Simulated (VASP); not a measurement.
# Te (P4/mbm) in VASP: notebook

Te is run at these levels: PBE; tasks: single point, relaxation of cell and atoms.

Everything below comes from runs of VASP 6.6.1. Logs are shortened: lines on timing, memory, paths and dates and some standing lists are left out, and cuts for length are marked.

**1. The cell of the first run**

It takes space group P4/mbm (No. 127, tetragonal). The conventional cell has a = 7.507 Å, b = 7.507 Å, c = 2.753 Å, α = 90.00°, β = 90.00°, γ = 90.00°. Within 3.6 Å of Te (site symmetry m2m) lie 4 Te at 2.75 to 2.77 Å. Te (site symmetry 4/m) has 6 Te at 2.75 to 2.77 Å within 3.6 Å.

The cell was generated, and may not be a known phase.

**2. Single point, PBE**

Input file INCAR:

```
SYSTEM = Te
ALGO = Normal
EDIFF = 1E-7
ENCUT = 520
GGA = PE
ISIF = 2
ISMEAR = 0
LASPH = .True.
LCHARG = .False.
LREAL = .False.
LWAVE = .False.
NBANDS = 27
NELM = 80
PREC = Accurate
SIGMA = 0.1
```

Input file KPOINTS:

```
k-points
0
Gamma
  2 2 6
  0 0 0
```

Input file POSCAR:

```
Te
1.0
    7.5068496700      0.0000000000      0.0000000000
    0.0000000000      7.5068496700      0.0000000000
    0.0000000000      0.0000000000      2.7526453800
Te
6
Direct
    0.1767953900      0.3232046100      0.0000000000
    0.3232046100      0.8232046100      0.0000000000
    0.8232046100      0.6767953900      0.0000000000
    0.6767953900      0.1767953900      0.0000000000
    0.0000000000      0.0000000000      0.0000000000
    0.5000000000      0.5000000000      0.0000000000
```

Potentials or basis: VASP PAW PBE potentials, release 64 (Te).

Started as:

```sh
cat potpaw_PBE.64/Te/POTCAR > POTCAR
mpirun -np 1 vasp_std > vasp.out
```

OUTCAR:

```text
SYSTEM = Te
   EDIFF = 1E-7
   ENCUT = 520
   GGA = PE
   ISIF = 2
   ISMEAR = 0
   LASPH = .True.
   LREAL = .False.
   NELM = 80
   PREC = Accurate

 ion  position               nearest neighbor table
   1  0.177  0.323  0.000-   5 2.77   6 2.77
   2  0.323  0.823  0.000-   5 2.77   6 2.77
   3  0.823  0.677  0.000-   5 2.77   6 2.77
   4  0.677  0.177  0.000-   5 2.77   6 2.77
   5  0.000  0.000  0.000-   1 2.77   2 2.77   3 2.77   4 2.77
   6  0.500  0.500  0.000-   1 2.77   2 2.77   3 2.77   4 2.77

  LATTYP: Found a simple tetragonal cell.
 ALAT       =     7.5068496700
 C/A-ratio  =     0.3666844950

  Lattice vectors:

 A1 = (   7.5068496700,   0.0000000000,   0.0000000000)
 A2 = (   0.0000000000,   7.5068496700,   0.0000000000)
 A3 = (   0.0000000000,   0.0000000000,   2.7526453800)

Analysis of symmetry for initial positions (statically):
=====================================================================
 Subroutine PRICEL returns:
 Original cell was already a primitive cell.

 Routine SETGRP: Setting up the symmetry group for a
 simple tetragonal supercell.

 Subroutine GETGRP returns: Found 16 space group operations
 (whereof  8 operations were pure point group operations)
 out of a pool of 16 trial point group operations.

The static configuration has the point symmetry C_4h.
 The point group associated with its full space group is D_4h.

Analysis of symmetry for dynamics (positions and initial velocities):
=====================================================================
 Subroutine PRICEL returns:
 Original cell was already a primitive cell.

 Routine SETGRP: Setting up the symmetry group for a
 simple tetragonal supercell.

 Subroutine GETGRP returns: Found 16 space group operations
 (whereof  8 operations were pure point group operations)
 out of a pool of 16 trial point group operations.

The dynamic configuration has the point symmetry C_4h.
 The point group associated with its full space group is D_4h.

 Subroutine INISYM returns: Found 16 space group operations
 (whereof  8 operations are pure point group operations),
 and found     1 'primitive' translations

----------------------------------------------------------------------------------------

                                     Primitive cell

  volume of cell :     155.1193

  direct lattice vectors                    reciprocal lattice vectors
     7.506849670  0.000000000  0.000000000     0.133211673  0.000000000  0.000000000
     0.000000000  7.506849670  0.000000000     0.000000000  0.133211673  0.000000000
     0.000000000  0.000000000  2.752645380     0.000000000  0.000000000  0.363286897

  length of vectors
     7.506849670  7.506849670  2.752645380     0.133211673  0.133211673  0.363286897

  position of ions in fractional coordinates (direct lattice)
     0.176795390  0.323204610  0.000000000
     0.323204610  0.823204610  0.000000000
     0.823204610  0.676795390  0.000000000
     0.676795390  0.176795390  0.000000000
     0.000000000  0.000000000  0.000000000
     0.500000000  0.500000000  0.000000000

  ion indices of the primitive-cell ions
   primitive index   ion index
                 1           1
                 2           2
                 3           3
                 4           4
                 5           5
                 6           6

----------------------------------------------------------------------------------------

 KPOINTS: k-points

Automatic generation of k-mesh.
 Grid dimensions read from file:
 generate k-points for:    2    2    6

 Generating k-lattice:

  Cartesian coordinates                     Fractional coordinates (reciprocal lattice)
     0.066605836  0.000000000  0.000000000     0.500000000  0.000000000  0.000000000
     0.000000000  0.066605836  0.000000000     0.000000000  0.500000000  0.000000000
     0.000000000  0.000000000  0.060547816     0.000000000  0.000000000  0.166666667

  Length of vectors
     0.066605836  0.066605836  0.060547816

  Shift w.r.t. Gamma in fractional coordinates (k-lattice)
     0.000000000  0.000000000  0.000000000

 Subroutine IBZKPT returns following result:
 ===========================================

 Found     12 irreducible k-points:

 Following reciprocal coordinates:
            Coordinates               Weight
  0.000000  0.000000  0.000000      1.000000
  0.500000  0.000000  0.000000      2.000000
  0.500000  0.500000  0.000000      1.000000
  0.000000  0.000000  0.166667      2.000000
  0.500000  0.000000  0.166667      4.000000
  0.500000  0.500000  0.166667      2.000000
  0.000000  0.000000  0.333333      2.000000
  0.500000  0.000000  0.333333      4.000000
  0.500000  0.500000  0.333333      2.000000
  0.000000  0.000000  0.500000      1.000000
  0.500000  0.000000  0.500000      2.000000
  0.500000  0.500000  0.500000      1.000000
   k-points           NKPTS =     12   k-points in BZ     NKDIM =     12   number of bands    NBANDS=     27
   number of dos      NEDOS =    301   number of ions     NIONS =      6
   total plane-waves  NPLWV =  62720
   dimension x,y,z NGX =    56 NGY =   56 NGZ =   20
   dimension x,y,z NGXF=   112 NGYF=  112 NGZF=   40
   ions per type =               6
   NGX,Y,Z   is equivalent  to a cutoff of  12.40, 12.40, 12.08 a.u.
   NGXF,Y,Z  is equivalent  to a cutoff of  24.80, 24.80, 24.16 a.u.
 SYSTEM =  Te
   PREC   = accura    normal or accurate (medium, high low for compatibility)
   ISTART =      0    job   : 0-new  1-cont  2-samecut
   ICHARG =      2    charge: 1-file 2-atom 10-const
   ISPIN  =      1    spin polarized calculation?
   LNONCOLLINEAR =      F non collinear calculations
   LSORBIT =      F    spin-orbit coupling
   LASPH  =      T    aspherical Exc in radial PAW
   ENCUT  =  520.0 eV  38.22 Ry    6.18 a.u.  13.96 13.96  5.12*2*pi/ulx,y,z
   NELM   =     80;   NELMIN=  2; NELMDL= -5     # of ELM steps
   EDIFF  = 0.1E-06   stopping-criterion for ELM
   LREAL  =      F    real-space projection
   EDIFFG = 0.1E-05   stopping-criterion for IOM
   NSW    =      0    number of steps for IOM
   IBRION =     -1    ionic relax: 0-MD 1-quasi-New 2-CG
   NFREE  =      0    steps in history (QN), initial steepest desc. (CG)
   ISIF   =      2    stress and relaxation
   ISYM   =      2    0-nonsym 1-usesym 2-fastsym
   POTIM  = 0.5000    time-step for ionic-motion
   TEBEG  =    0.0;   TEEND  =   0.0 temperature during run
   PSTRESS=    0.0 pullay stress
   NELECT =      36.0000    total number of electrons
   NUPDOWN=      -1.0000    fix difference up-down
   EMIN   =  10.00;   EMAX   =-10.00  energy-range for DOS
   EFERMI =   0.00;   METHOD = LEGACY
   ISMEAR =     0;   SIGMA  =   0.10  broadening in eV -4-tet -1-fermi 0-gaus
   EFERMI_NEDOS =   21; number of points for ismear=-14 and -15
   IALGO  =     38    algorithm
   IMIX   =      4    mixing-type and parameters
     AMIX     =   0.40;   BMIX     =  1.00
     AMIX_MAG =   1.60;   BMIX_MAG =  1.00
  volume/ion in A,a.u.               =      25.85       174.47
  Fermi-wavevector in a.u.,A,eV,Ry     =   1.006052  1.901163 13.771009  1.012141
  Thomas-Fermi vector in A             =   2.138770
   LORBIT       =      0    0 simple, 1 ext, 2 COOP (PROOUT), +10 PAW based schemes
   GGA     = PE    functional components
   LHFCALC =     F    Hartree Fock is set to
   AEXX    =    0.0000 exact exchange contribution
   IVDW    =     0    specifies the selected vdW correction
   LEPSILON=     F    determine dielectric tensor
   LRPA    =     F    only Hartree local field effects (RPA)
 non-spin polarized calculation
 Gauss-broadening in eV      SIGMA  =   0.10
  energy-cutoff  :      520.00
  volume of cell :      155.12
 maximum number of plane-waves:      4208
 NGX is ok and might be reduce to    56
   NGX = 27   NGY = 27   NGZ = 11

 number of electron      36.0000001 magnetization

 Free energy of the ion-electron system (eV)
  ---------------------------------------------------
  ext. energy  EPLUGINS =         0.00000000
  ---------------------------------------------------
  free energy    TOTEN  =       -13.38997980 eV

  energy without entropy =      -13.37412862  energy(sigma->0) =      -13.38205421

 E-fermi :   9.8465     XC(G=0): -10.2078

 val. band max:        9.8058671873   @ k =   0.5000   0.5000   0.3333
 cond. band min:       9.8599270031   @ k =   0.0000   0.0000   0.3333
 fundamental gap:      0.0540598158
 Fermi energy:         9.8465180797

 k-point     1 :       0.0000    0.0000    0.0000
  band No.  band energies     occupation
      1      -6.8143      2.00000
      2      -5.4471      2.00000
      3      -4.4271      2.00000
      4      -4.4271      2.00000
      5      -3.8365      2.00000
      6      -1.8439      2.00000
[... 19 lines left out ...]
     26      15.3873      0.00000
     27      15.8595      0.00000

 k-point     2 :       0.5000    0.0000    0.0000
  band No.  band energies     occupation
      1      -6.3469      2.00000
      2      -6.3469      2.00000
      3      -4.1628      2.00000
      4      -4.1628      2.00000
      5      -3.0980      2.00000
      6      -3.0980      2.00000
[... 19 lines left out ...]
     26      16.1232      0.00000
     27      16.2758      0.00000

 k-point     3 :       0.5000    0.5000    0.0000
  band No.  band energies     occupation
      1      -6.2532      2.00000
      2      -6.2532      2.00000
      3      -4.6505      2.00000
      4      -4.6505      2.00000
      5      -2.4724      2.00000
      6      -2.4724      2.00000
[... 234 lines left out ...]
      1      -2.7249      2.00000
      2      -2.7249      2.00000
      3      -0.3388      2.00000
      4      -0.3388      2.00000
      5       0.7409      2.00000
      6       0.7409      2.00000
[... 19 lines left out ...]
     26      12.8481      0.00000
     27      13.6023      0.00000

 k-point    12 :       0.5000    0.5000    0.5000
  band No.  band energies     occupation
      1      -2.6289      2.00000
      2      -2.6289      2.00000
      3      -0.9110      2.00000
      4      -0.9110      2.00000
      5       1.3960      2.00000
      6       1.3960      2.00000
[... 19 lines left out ...]
     26      12.6771      0.00000
     27      13.6763      0.00000

------------------------ aborting loop because EDIFF is reached ----------------------------------------

  FORCE on cell =-STRESS in cart. coord.  units (eV):
  Direction    XX          YY          ZZ          XY          YZ          ZX
  --------------------------------------------------------------------------------------
  -------------------------------------------------------------------------------------
  Total       26.0670374     26.0670374     39.3098140      0.0000000      0.0000000      0.0000000
  in kB      269.2381226    269.2381226    406.0185432      0.0000000      0.0000000      0.0000000
  external PRESSURE =     314.8315962 kB  Pullay stress =       0.0000000 kB

 VOLUME and BASIS-vectors are now :
 -----------------------------------------------------------------------------
  energy-cutoff  :      520.00
  volume of cell :      155.12
      direct lattice vectors                 reciprocal lattice vectors
     7.506849670  0.000000000  0.000000000     0.133211673  0.000000000  0.000000000
     0.000000000  7.506849670  0.000000000     0.000000000  0.133211673  0.000000000
     0.000000000  0.000000000  2.752645380     0.000000000  0.000000000  0.363286897

 POSITION                                       TOTAL-FORCE (eV/Angst)
 -----------------------------------------------------------------------------------
      1.32718      2.42625      0.00000        -0.646328      0.646328      0.000000
      2.42625      6.17967      0.00000         0.646328      0.646328     -0.000000
      6.17967      5.08060      0.00000         0.646328     -0.646328     -0.000000
      5.08060      1.32718      0.00000        -0.646328     -0.646328     -0.000000
      0.00000      0.00000      0.00000         0.000000     -0.000000     -0.000000
      3.75342      3.75342      0.00000         0.000000     -0.000000     -0.000000
 -----------------------------------------------------------------------------------
    total drift:                               -0.000000      0.000000      0.000000

  FREE ENERGIE OF THE ION-ELECTRON SYSTEM (eV)
  ---------------------------------------------------
  free  energy   TOTEN  =       -13.3899798018 eV

  energy  without entropy=      -13.3741286175  energy(sigma->0) =      -13.38205421
```

It took 39 s on 1 thread of Intel Xeon Platinum 8488C (Sapphire Rapids), shared host; peak memory 0.24 GiB.

Results:

| Quantity | Value |
| --- | --- |
| Free energy | -13.3900 eV |
| Pressure | 31.5 GPa |
| Largest force | 0.914 eV/Å |
| Band gap on the k mesh | zero (bands 18 and 19 overlap by 3.68 eV) |

Forces in eV/Å, atoms in the order of the input:
```
Te  -0.646  0.646  0.000
Te   0.646  0.646  0.000
Te   0.646 -0.646  0.000
Te  -0.646 -0.646  0.000
Te   0.000  0.000  0.000
Te   0.000  0.000  0.000
```

Caveat: the k points lie up to 0.42 Å⁻¹ apart, too coarse for converged energies and pressures of a metal; spin-orbit coupling is left out, which moves the levels of the heavy elements.

[end of part 1 of 2]

The gap in the log of VASP goes by the Fermi energy; the results here count the filled bands.